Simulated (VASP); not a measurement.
Wanted: the native input for a VASP 6.6.1 run.

* Task: single point
* Functional: r2SCAN
* Potentials or basis: VASP PAW PBE potentials, release 64 (C)
* Cutoff: 520 eV
* k mesh: 13 × 13 × 13
* Occupations: methfessel-paxton, width 0.079 eV
* Spin: no spin polarisation
* Dipole correction: no
* Further INCAR settings: ALGO = Normal; EDIFF = 1e-07; NBANDS = 11

The system is C.

```
C
1.0
     0.00000    2.12700    3.34800
     1.22800    0.00000    3.34800
     1.22800    2.12700    0.00000
C
2
Direct
  0.16667 0.83333 0.16667
  0.83333 0.16667 0.83333
```

One way to write it, as run:

POSCAR

```
C
1.0
    0.0000000000      2.1270000000      3.3480000000
    1.2280000000      0.0000000000      3.3480000000
    1.2280000000      2.1270000000      0.0000000000
C
2
Direct
    0.1666700000      0.8333300000      0.1666700000
    0.8333300000      0.1666700000      0.8333300000
```

INCAR.step1

```
  PREC = Accurate
  ENCUT = 520
  ISMEAR = 1
  SIGMA = 0.079
  LREAL = F
  LASPH = T
  NELM = 60
  NBANDS = 11
  GGA = PE
  ALGO = Normal
  EDIFF = 1E-4
  LWAVE = T
  LCHARG = F
```

INCAR.step2

```
  PREC = Accurate
  ENCUT = 520
  EDIFF = 1E-7
  ISMEAR = 1
  SIGMA = 0.079
  LREAL = F
  LASPH = T
  NELM = 60
  ALGO = Normal
  ISIF = 2
  LWAVE = F
  LCHARG = F
  METAGGA = R2SCAN
  LMIXTAU = T
  NBANDS = 11
  ISTART = 1
```

KPOINTS

```
Automatic mesh
0
Gamma
  13 13 13
```

Potentials or basis: VASP PAW PBE potentials, release 64 (C).

Launch:

```bash
$ cat potpaw_PBE.64/C/POTCAR > POTCAR
$ cp INCAR.step1 INCAR
$ mpirun -np 1 vasp_std > vasp.out
$ cp INCAR.step2 INCAR
$ mpirun -np 1 vasp_std > vasp.out
```

It gave:

| Property | Result |
| --- | --- |
| Pressure | 1.1 GPa |
| Largest force | 0.023 eV/Å |
| Band gap on the k mesh | 0.49 eV, indirect (least direct gap 0.57 eV) |

Caveat: the PAW data sets were made with another functional, which shifts forces and pressure a little.

Wall time 3.6 min on 1 thread of Intel(R) Xeon(R) Platinum 8488C (Sapphire Rapids), with other jobs on the host, peak memory 0.17 GiB.
